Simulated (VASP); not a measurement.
# LiNbO3 (R3c) in VASP: single point with LDA

Aim: the single point of LiNbO3 with LDA.

Everything below comes from runs of VASP 6.6.1. Logs are shortened: lines on timing, memory, paths and dates and some standing lists are left out, and cuts for length are marked.

## 1. The cell of the first run

Symmetry: R3c, No. 161, trigonal system. Conventional cell: a = 5.137 Å, b = 5.137 Å, c = 13.887 Å, α = 90.00°, β = 90.00°, γ = 120.00°. Li (site symmetry 3) has 6 O at 2.07 to 2.24 Å within 2.7 Å. Within 2.5 Å of Nb (site symmetry 3) lie 6 O at 1.88 to 2.11 Å. Within 2.5 Å of O (site symmetry 1) lie 2 Nb at 1.88 to 2.11 Å and 2 Li at 2.07 to 2.24 Å.

## 2. Single point, LDA (strained cell)

Input file INCAR:

```
ALGO = Normal
EDIFF = 1E-6
ENCUT = 1340
GGA = CA
GGA_COMPAT = F
ISIF = 2
ISMEAR = 0
LASPH = T
LCHARG = F
LREAL = F
LWAVE = F
NBANDS = 45
NELM = 120
PREC = Accurate
SIGMA = 0.02
```

Input file KPOINTS:

```
k-points
0
Gamma
  6 6 6
```

Input file POSCAR:

```
LiNbO3
1.0
    2.5683640557      1.4828456789      4.6289327970
   -2.5683640557      1.4828456789      4.6289327970
    0.0000000000     -2.9656913578      4.6289327970
Li Nb O
2 2 6
Direct
    0.7055421897      0.7055421897      0.7055421897
    0.2055421897      0.2055421897      0.2055421897
    0.9888813162      0.9888813162      0.9888813162
    0.4888813162      0.4888813162      0.4888813162
    0.8742361494      0.2675551481      0.6302339865
    0.6302339865      0.8742361494      0.2675551481
    0.2675551481      0.6302339865      0.8742361494
    0.7675551481      0.3742361494      0.1302339865
    0.3742361494      0.1302339865      0.7675551481
    0.1302339865      0.7675551481      0.3742361494
```

Potentials or basis: VASP PAW LDA potentials, release 64 (Li_sv, Nb_sv, O_h).

Started as:

```bash
cat potpaw_LDA.64/Li_sv/POTCAR potpaw_LDA.64/Nb_sv/POTCAR potpaw_LDA.64/O_h/POTCAR > POTCAR
mpirun -np 1 vasp_std > vasp.out
```

OUTCAR:

```text
EDIFF = 1E-6
   ENCUT = 1340
   GGA = CA
   ISIF = 2
   ISMEAR = 0
   LASPH = T
   LREAL = F
   NELM = 120
   PREC = Accurate

 ion  position               nearest neighbor table
   1  0.706  0.706  0.706-
   2  0.206  0.206  0.206-
   3  0.989  0.989  0.989-   6 1.88   5 1.88   7 1.88   9 2.11  10 2.11   8 2.11
   4  0.489  0.489  0.489-   9 1.88   8 1.88  10 1.88   6 2.11   7 2.11   5 2.11
   5  0.874  0.268  0.630-   3 1.88   4 2.11
   6  0.630  0.874  0.268-   3 1.88   4 2.11
   7  0.268  0.630  0.874-   3 1.88   4 2.11
   8  0.768  0.374  0.130-   4 1.88   3 2.11
   9  0.374  0.130  0.768-   4 1.88   3 2.11
  10  0.130  0.768  0.374-   4 1.88   3 2.11

  LATTYP: Found a trigonal (rhomboedric) cell.
 ALAT       =     5.4974852496
 COS(alpha) =     0.5634690739

  Lattice vectors:

 A1 = (   2.5683640557,   1.4828456789,   4.6289327970)
 A2 = (  -2.5683640557,   1.4828456789,   4.6289327970)
 A3 = (   0.0000000000,  -2.9656913578,   4.6289327970)

Analysis of symmetry for initial positions (statically):
=====================================================================
 Subroutine PRICEL returns:
 Original cell was already a primitive cell.

 Routine SETGRP: Setting up the symmetry group for a
 trigonal (rhombohedral) supercell.

 Subroutine GETGRP returns: Found  6 space group operations
 (whereof  3 operations were pure point group operations)
 out of a pool of 12 trial point group operations.

The static configuration has the point symmetry C_3 .
 The point group associated with its full space group is C_3v.

Analysis of symmetry for dynamics (positions and initial velocities):
=====================================================================
 Subroutine PRICEL returns:
 Original cell was already a primitive cell.

 Routine SETGRP: Setting up the symmetry group for a
 trigonal (rhombohedral) supercell.

 Subroutine GETGRP returns: Found  6 space group operations
 (whereof  3 operations were pure point group operations)
 out of a pool of 12 trial point group operations.

The dynamic configuration has the point symmetry C_3 .
 The point group associated with its full space group is C_3v.

 Subroutine INISYM returns: Found  6 space group operations
 (whereof  3 operations are pure point group operations),
 and found     1 'primitive' translations

----------------------------------------------------------------------------------------

                                     Primitive cell

[... 110 lines left out ...]
   IBRION =     -1    ionic relax: 0-MD 1-quasi-New 2-CG
   NFREE  =      0    steps in history (QN), initial steepest desc. (CG)
   ISIF   =      2    stress and relaxation
   ISYM   =      2    0-nonsym 1-usesym 2-fastsym
   POTIM  = 0.5000    time-step for ionic-motion
   TEBEG  =    0.0;   TEEND  =   0.0 temperature during run
   PSTRESS=    0.0 pullay stress
   NELECT =      68.0000    total number of electrons
   NUPDOWN=      -1.0000    fix difference up-down
   EMIN   =  10.00;   EMAX   =-10.00  energy-range for DOS
   EFERMI =   0.00;   METHOD = LEGACY
   ISMEAR =     0;   SIGMA  =   0.02  broadening in eV -4-tet -1-fermi 0-gaus
   EFERMI_NEDOS =   21; number of points for ismear=-14 and -15
   IALGO  =     38    algorithm
   IMIX   =      4    mixing-type and parameters
     AMIX     =   0.40;   BMIX     =  1.00
     AMIX_MAG =   1.60;   BMIX_MAG =  1.00
  volume/ion in A,a.u.               =      10.58        71.38
  Fermi-wavevector in a.u.,A,eV,Ry     =   1.412916  2.670023 27.161729  1.996331
  Thomas-Fermi vector in A             =   2.534615
   LORBIT       =      0    0 simple, 1 ext, 2 COOP (PROOUT), +10 PAW based schemes
   GGA     = CA    functional components
   LHFCALC =     F    Hartree Fock is set to
   AEXX    =    0.0000 exact exchange contribution
   IVDW    =     0    specifies the selected vdW correction
   LEPSILON=     F    determine dielectric tensor
   LRPA    =     F    only Hartree local field effects (RPA)
 non-spin polarized calculation
 Gauss-broadening in eV      SIGMA  =   0.02
  energy-cutoff  :     1340.00
  volume of cell :      105.78
 maximum number of plane-waves:     11844
 NGX is ok and might be reduce to    70
   NGX = 33   NGY = 33   NGZ = 33

 number of electron      67.9999999 magnetization

 Free energy of the ion-electron system (eV)
  ---------------------------------------------------
  ext. energy  EPLUGINS =         0.00000000
  ---------------------------------------------------
  free energy    TOTEN  =       -87.61941979 eV

  energy without entropy =      -87.61941979  energy(sigma->0) =      -87.61941979

 E-fermi :   3.8751     XC(G=0): -11.3573

 val. band max:        3.7850992812   @ k =   0.1667   0.1667   0.1667
 cond. band min:       7.2109119701   @ k =   0.0000   0.0000   0.0000
 fundamental gap:      3.4258126889
 Fermi energy:         3.8750662742

 k-point     1 :       0.0000    0.0000    0.0000
  band No.  band energies     occupation
      1     -50.0116      2.00000
      2     -49.9955      2.00000
      3     -37.6901      2.00000
      4     -37.6869      2.00000
      5     -26.5138      2.00000
      6     -26.5138      2.00000
[... 1141 lines left out ...]
     44      13.3514      0.00000
     45      14.0716      0.00000

 [... further k-points ...]
[... 5 lines left out ...]
  --------------------------------------------------------------------------------------
  -------------------------------------------------------------------------------------
  Total       -3.0531066     -3.0531066     -3.5931945      0.0000000      0.0000000      0.0000000
  in kB      -46.2453297    -46.2453297    -54.4260280      0.0000000      0.0000000      0.0000000
  external PRESSURE =     -48.9722291 kB  Pullay stress =       0.0000000 kB

 VOLUME and BASIS-vectors are now :
 -----------------------------------------------------------------------------
  energy-cutoff  :     1340.00
  volume of cell :      105.78
      direct lattice vectors                 reciprocal lattice vectors
     2.568364056  1.482845679  4.628932797     0.194676451  0.112396502  0.072010839
    -2.568364056  1.482845679  4.628932797    -0.194676451  0.112396502  0.072010839
     0.000000000 -2.965691358  4.628932797     0.000000000 -0.224793003  0.072010839

 POSITION                                       TOTAL-FORCE (eV/Angst)
 -----------------------------------------------------------------------------------
      0.00000      0.00000      9.79772         0.000000      0.000000     -0.000870
      0.00000      0.00000      2.85432         0.000000      0.000000     -0.000870
      0.00000      0.00000     13.73240         0.000000      0.000000      0.033633
      0.00000      0.00000      6.78900         0.000000     -0.000000      0.033633
      1.55818     -0.17598      8.20259        -0.010895      0.015510     -0.010921
     -0.62669      1.43741      8.20259        -0.007985     -0.017190     -0.010921
     -0.93149     -1.26143      8.20259         0.018880      0.001680     -0.010921
      1.01019      1.30687      5.88812         0.010895      0.015510     -0.010921
      0.62669     -1.52828      5.88812         0.007985     -0.017190     -0.010921
     -1.63687      0.22141      5.88812        -0.018880      0.001680     -0.010921
 -----------------------------------------------------------------------------------
    total drift:                                0.000000     -0.000000      0.000466

  FREE ENERGIE OF THE ION-ELECTRON SYSTEM (eV)
  ---------------------------------------------------
  free  energy   TOTEN  =       -87.6194197948 eV

  energy  without entropy=      -87.6194197948  energy(sigma->0) =      -87.61941979
```

Run time: 22 min. Hardware: 1 thread of Intel Xeon Platinum 8259CL at 2.50GHz (Skylake/Cascade Lake), shared host; peak memory 0.79 GiB.

Results:

```
Free energy            : -87.6194 eV
Pressure               : -4.9 GPa
Largest force          : 0.034 eV/Å
Band gap on the k mesh : 3.43 eV (least direct gap 3.44 eV)
```

Forces in eV/Å, atoms in the order of the input:
```
Li   0.000  0.000 -0.001
Li   0.000  0.000 -0.001
Nb   0.000  0.000  0.034
Nb   0.000  0.000  0.034
O   -0.011  0.016 -0.011
O   -0.008 -0.017 -0.011
O    0.019  0.002 -0.011
O    0.011  0.016 -0.011
O    0.008 -0.017 -0.011
O   -0.019  0.002 -0.011
```

Levels at points of the mesh, in eV from the valence-band top:
| k point | band 31 | band 32 | band 33 | band 34 | band 35 | band 36 | band 37 | band 38 |
| --- | --- | --- | --- | --- | --- | --- | --- | --- |
| (0.00, 0.00, 0.00) | -0.66 | -0.49 | -0.01 | -0.01 | 3.43 | 3.43 | 3.91 | 5.16 |
| (0.50, 0.00, 0.00) | -0.31 | -0.31 | -0.24 | -0.24 | 3.87 | 3.87 | 4.67 | 4.67 |
| (0.50, 0.50, 0.00) | -0.75 | -0.67 | -0.47 | -0.19 | 3.52 | 4.09 | 4.59 | 4.61 |
| (0.50, 0.50, 0.50) | -0.32 | -0.32 | -0.32 | -0.32 | 4.61 | 4.61 | 4.81 | 4.81 |

Caveat: the cell differs from its parent crystal (strained cell); the cell stands under tension.
